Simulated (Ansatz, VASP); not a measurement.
# Two plane-wave programs on Ru

```xyz
2
Lattice="2.7870 0.0000 0.0000 -1.3935 2.4136 0.0000 0.0000 0.0000 4.2177" Properties=species:S:1:pos:R:3 pbc="T T T"
Ru    0.0000    1.6091    1.0544
Ru    1.3935    0.8045    3.1633
```

Change from the starting cell: strain +0.030 along x and y, -0.015 along z, atoms carried along.

Alike in both runs: task single point; functional PBEsol; k mesh 24 × 24 × 12; occupations gaussian, width 0.15 eV; no spin polarisation.

```csv
,VASP,Ansatz
version,VASP 6.6.1,Ansatz 0.2.0
potentials or method,"VASP PAW PBE potentials, release 64 (Ru_pv), cutoff 520 eV","scalar-relativistic, plane waves, PAW"
valence electrons in the cell,28,32
```

|  | VASP | Ansatz | Ansatz less VASP |
| --- | --- | --- | --- |
| gap on the k mesh at the Fermi level (eV) | none | none | - |
| pressure (GPa) | -17.8 | -17.7 | +0.10 |
| traceless stress, the component that is largest in VASP (GPa) | 9.92 | 9.92 | +0.003 |

VASP's potentials were made for PBE, not for PBEsol. A gap of «none» marks a metal or a gap that the smearing closes. With one functional, cell and mesh, what is left measures potentials, basis and numerics. VASP's potentials hold 28 valence electrons a cell and Ansatz's 32, so a difference there can come from the potentials and not from the codes.
